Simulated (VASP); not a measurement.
# MgBr3 (P4/mmm) in VASP: single point with PBE

Aim: the single point of MgBr3 with PBE.

Program: VASP 6.6.1. These are calculated values, not measurements. Logs are shortened: lines on timing, memory, paths and dates and some standing lists are left out, and cuts for length are marked.

### 1 The cell of the first run

It takes space group P4/mmm (No. 123, tetragonal). Conventional cell: a = 5.036 Å, b = 5.036 Å, c = 4.115 Å, α = 90.00°, β = 90.00°, γ = 90.00°. Mg (site symmetry 4/mmm) has 12 Br at 3.25 to 3.56 Å and 2 Mg at 4.12 Å within 4.3 Å. Within 4.3 Å of Br (site symmetry mmm) lie 4 Mg at 3.25 Å and 10 Br at 3.25 to 4.12 Å. Within 4.3 Å of Br (site symmetry 4/mmm) lie 10 Br at 3.25 to 4.12 Å and 4 Mg at 3.56 Å.

### 2 Single point, PBE

File INCAR:

```
SYSTEM = MgBr3
PREC = Accurate
ENCUT = 520
EDIFF = 1E-6
ISMEAR = 0
SIGMA = 0.1
LREAL = .False.
LASPH = .True.
NELM = 80
ALGO = Normal
ISIF = 2
LWAVE = .False.
LCHARG = .False.
GGA = PE
NBANDS = 20
```

File KPOINTS:

```
Automatic mesh
0
Gamma
  10 10 10
  0 0 0
```

File POSCAR:

```
MgBr3
1.0
    5.0356312953      0.0000000000      0.0000000000
    0.0000000000      5.0356312953      0.0000000000
    0.0000000000      0.0000000000      4.1154233830
Mg Br
1 3
Direct
    0.0000000000      0.0000000000      0.0000000000
    0.0000000000      0.5000000000      0.5000000000
    0.5000000000      0.0000000000      0.5000000000
    0.5000000000      0.5000000000      0.0000000000
```

Potentials or basis: VASP PAW PBE potentials, release 64 (Mg, Br).

Command:

```console
$ cat potpaw_PBE.64/Mg/POTCAR potpaw_PBE.64/Br/POTCAR > POTCAR
$ mpirun -np 1 vasp_std > vasp.out
```

OUTCAR:

```text
SYSTEM = MgBr3
   PREC = Accurate
   ENCUT = 520
   EDIFF = 1E-6
   ISMEAR = 0
   LREAL = .False.
   LASPH = .True.
   NELM = 80
   ISIF = 2
   GGA = PE

 ion  position               nearest neighbor table
   1  0.000  0.000  0.000-
   2  0.000  0.500  0.500-
   3  0.500  0.000  0.500-
   4  0.500  0.500  0.000-

  LATTYP: Found a simple tetragonal cell.
 ALAT       =     5.0356312953
 C/A-ratio  =     0.8172606654

  Lattice vectors:

 A1 = (   5.0356312953,   0.0000000000,   0.0000000000)
 A2 = (   0.0000000000,   5.0356312953,   0.0000000000)
 A3 = (   0.0000000000,   0.0000000000,   4.1154233830)

Analysis of symmetry for initial positions (statically):
=====================================================================
 Subroutine PRICEL returns:
 Original cell was already a primitive cell.

 Routine SETGRP: Setting up the symmetry group for a
 simple tetragonal supercell.

 Subroutine GETGRP returns: Found 16 space group operations
 (whereof 16 operations were pure point group operations)
 out of a pool of 16 trial point group operations.

The static configuration has the point symmetry D_4h.

Analysis of symmetry for dynamics (positions and initial velocities):
=====================================================================
 Subroutine PRICEL returns:
 Original cell was already a primitive cell.

 Routine SETGRP: Setting up the symmetry group for a
 simple tetragonal supercell.

 Subroutine GETGRP returns: Found 16 space group operations
 (whereof 16 operations were pure point group operations)
 out of a pool of 16 trial point group operations.

The dynamic configuration has the point symmetry D_4h.

 Subroutine INISYM returns: Found 16 space group operations
 (whereof 16 operations are pure point group operations),
 and found     1 'primitive' translations

----------------------------------------------------------------------------------------

                                     Primitive cell

  volume of cell :     104.3572

  direct lattice vectors                    reciprocal lattice vectors
[... 80 lines left out ...]
   NGXF,Y,Z  is equivalent  to a cutoff of  26.41, 26.41, 25.85 a.u.
 SYSTEM =  MgBr3
   PREC   = accura    normal or accurate (medium, high low for compatibility)
   ISTART =      0    job   : 0-new  1-cont  2-samecut
   ICHARG =      2    charge: 1-file 2-atom 10-const
   ISPIN  =      1    spin polarized calculation?
   LNONCOLLINEAR =      F non collinear calculations
   LSORBIT =      F    spin-orbit coupling
   LASPH  =      T    aspherical Exc in radial PAW
   ENCUT  =  520.0 eV  38.22 Ry    6.18 a.u.   9.36  9.36  7.65*2*pi/ulx,y,z
   NELM   =     80;   NELMIN=  2; NELMDL= -5     # of ELM steps
   EDIFF  = 0.1E-05   stopping-criterion for ELM
   LREAL  =      F    real-space projection
   EDIFFG = 0.1E-04   stopping-criterion for IOM
   NSW    =      0    number of steps for IOM
   IBRION =     -1    ionic relax: 0-MD 1-quasi-New 2-CG
   NFREE  =      0    steps in history (QN), initial steepest desc. (CG)
   ISIF   =      2    stress and relaxation
   ISYM   =      2    0-nonsym 1-usesym 2-fastsym
   POTIM  = 0.5000    time-step for ionic-motion
   TEBEG  =    0.0;   TEEND  =   0.0 temperature during run
   PSTRESS=    0.0 pullay stress
   NELECT =      23.0000    total number of electrons
   NUPDOWN=      -1.0000    fix difference up-down
   EMIN   =  10.00;   EMAX   =-10.00  energy-range for DOS
   EFERMI =   0.00;   METHOD = LEGACY
   ISMEAR =     0;   SIGMA  =   0.10  broadening in eV -4-tet -1-fermi 0-gaus
   EFERMI_NEDOS =   21; number of points for ismear=-14 and -15
   IALGO  =     38    algorithm
   IMIX   =      4    mixing-type and parameters
     AMIX     =   0.40;   BMIX     =  1.00
     AMIX_MAG =   1.60;   BMIX_MAG =  1.00
  volume/ion in A,a.u.               =      26.09       176.06
  Fermi-wavevector in a.u.,A,eV,Ry     =   0.988879  1.868711 13.304898  0.977882
  Thomas-Fermi vector in A             =   2.120438
   LORBIT       =      0    0 simple, 1 ext, 2 COOP (PROOUT), +10 PAW based schemes
   GGA     = PE    functional components
   LHFCALC =     F    Hartree Fock is set to
   AEXX    =    0.0000 exact exchange contribution
   IVDW    =     0    specifies the selected vdW correction
   LEPSILON=     F    determine dielectric tensor
   LRPA    =     F    only Hartree local field effects (RPA)
 non-spin polarized calculation
 Gauss-broadening in eV      SIGMA  =   0.10
  energy-cutoff  :      520.00
  volume of cell :      104.36
 maximum number of plane-waves:      2851
 NGX is ok and might be reduce to    40
   NGX = 19   NGY = 19   NGZ = 15

 number of electron      23.0000000 magnetization

 Free energy of the ion-electron system (eV)
  ---------------------------------------------------
  ext. energy  EPLUGINS =         0.00000000
  ---------------------------------------------------
  free energy    TOTEN  =        -7.38029010 eV

  energy without entropy =       -7.35337769  energy(sigma->0) =       -7.36683389

 E-fermi :   2.2981     XC(G=0):  -8.9090

 val. band max:        2.2976365156   @ k =   0.1000   0.0000   0.1000
 cond. band min:       2.3025279549   @ k =   0.5000   0.2000   0.5000
 fundamental gap:      0.0048914392
 Fermi energy:         2.2981032195

 k-point     1 :       0.0000    0.0000    0.0000
  band No.  band energies     occupation
      1     -12.9858      2.00000
      2     -11.7407      2.00000
      3     -11.0739      2.00000
      4      -2.1160      2.00000
      5      -2.1160      2.00000
      6      -1.0487      2.00000
[... 541 lines left out ...]
     19       9.9379      0.00000
     20      10.3179      0.00000

 [... further k-points ...]
[... 5 lines left out ...]
  --------------------------------------------------------------------------------------
  -------------------------------------------------------------------------------------
  Total       -0.0268825     -0.0268825     -0.0369300      0.0000000     -0.0000000      0.0000000
  in kB       -0.4127220     -0.4127220     -0.5669805      0.0000000     -0.0000000      0.0000000
  external PRESSURE =      -0.4641415 kB  Pullay stress =       0.0000000 kB

 VOLUME and BASIS-vectors are now :
 -----------------------------------------------------------------------------
  energy-cutoff  :      520.00
  volume of cell :      104.36
      direct lattice vectors                 reciprocal lattice vectors
     5.035631295  0.000000000  0.000000000     0.198584833  0.000000000  0.000000000
     0.000000000  5.035631295  0.000000000     0.000000000  0.198584833  0.000000000
     0.000000000  0.000000000  4.115423383     0.000000000  0.000000000  0.242988365

 POSITION                                       TOTAL-FORCE (eV/Angst)
 -----------------------------------------------------------------------------------
      0.00000      0.00000      0.00000         0.000000      0.000000      0.000000
      0.00000      2.51782      2.05771         0.000000      0.000000      0.000000
      2.51782      0.00000      2.05771         0.000000      0.000000      0.000000
      2.51782      2.51782      0.00000         0.000000      0.000000      0.000000
 -----------------------------------------------------------------------------------
    total drift:                                0.000000     -0.000000     -0.000000

  FREE ENERGIE OF THE ION-ELECTRON SYSTEM (eV)
  ---------------------------------------------------
  free  energy   TOTEN  =        -7.3802900952 eV

  energy  without entropy=       -7.3533776894  energy(sigma->0) =       -7.36683389
```

OSZICAR:

```text
N       E                     dE             d eps       ncg     rms          rms(c)
DAV:   1     0.130175477103E+03    0.13018E+03   -0.92306E+03  5064   0.934E+02
DAV:   2     0.225174202798E+01   -0.12792E+03   -0.12295E+03  6756   0.166E+02
DAV:   3    -0.837707602639E+01   -0.10629E+02   -0.10550E+02  6040   0.535E+01
DAV:   4    -0.846510037292E+01   -0.88024E-01   -0.87978E-01  6260   0.588E+00
DAV:   5    -0.846567062644E+01   -0.57025E-03   -0.57023E-03  6096   0.485E-01    0.641E+00
DAV:   6    -0.765505405885E+01    0.81062E+00   -0.57349E-01  5900   0.315E+00    0.379E+00
DAV:   7    -0.739791562647E+01    0.25714E+00   -0.66547E-01  5944   0.304E+00    0.119E+00
DAV:   8    -0.738583155150E+01    0.12084E-01   -0.83305E-02  5600   0.126E+00    0.627E-01
DAV:   9    -0.738028878392E+01    0.55428E-02   -0.16113E-02  5804   0.521E-01    0.155E-01
DAV:  10    -0.738031895434E+01   -0.30170E-04   -0.26740E-04  6008   0.827E-02    0.953E-02
DAV:  11    -0.738029184521E+01    0.27109E-04   -0.16526E-04  5864   0.631E-02    0.174E-02
DAV:  12    -0.738029045293E+01    0.13923E-05   -0.11356E-05  5804   0.207E-02    0.113E-02
DAV:  13    -0.738029009524E+01    0.35769E-06   -0.35392E-06  5144   0.784E-03
   1 F= -.73802901E+01 E0= -.73668339E+01  d E =-.269124E-01
```

stdout:

```text
POSCAR found type information on POSCAR MgBr
 POSCAR found :  2 types and       4 ions
 scaLAPACK will be used
 LDA part: xc-table for (Slater+PW92), standard interpolation
 POSCAR, INCAR and KPOINTS ok, starting setup
 FFT: planning ... GRIDC
 FFT: planning ... GRID_SOFT
 FFT: planning ... GRID
 WAVECAR not read
 entering main loop
```

Run time: 91 s. Hardware: 1 thread of Intel Xeon 6975P-C (Granite Rapids), shared host; peak memory 0.38 GiB.

What came out:

```yaml
Free_energy: -7.3803 eV
Pressure: 0.0 GPa
Band_gap_on_the_k_mesh: zero (an odd number of electrons rules out a gap without spin polarisation)
```

Levels at points of the mesh, in eV from the Fermi level:
```
           k point  band 7  band 8  band 9  band 10  band 11  band 12  band 13  band 14  band 15  band 16
(0.00, 0.00, 0.00)   -2.00   -2.00   -1.56    -0.68    -0.12     0.18     0.18     4.99     6.01     6.07
(0.50, 0.00, 0.00)   -2.77   -2.12   -2.05    -1.82    -0.47     0.19     1.89     3.55     5.89     6.23
(0.50, 0.50, 0.00)   -2.21   -2.04   -2.04    -1.57    -1.23    -0.81     2.68     4.82     4.82     4.97
(0.00, 0.00, 0.50)   -2.79   -2.29   -2.29    -2.17    -1.22    -1.22     2.32     2.82     4.72     4.72
(0.50, 0.00, 0.50)   -3.15   -2.69   -2.20    -2.16     0.00     0.15     1.45     3.57     4.67     6.22
(0.50, 0.50, 0.50)   -4.47   -1.08   -0.65    -0.45     0.03     0.03     0.54     6.44     7.13     7.13
```

Caveat: an odd number of electrons without spin polarisation forces a metal; a magnetic or distorted state may lie lower.
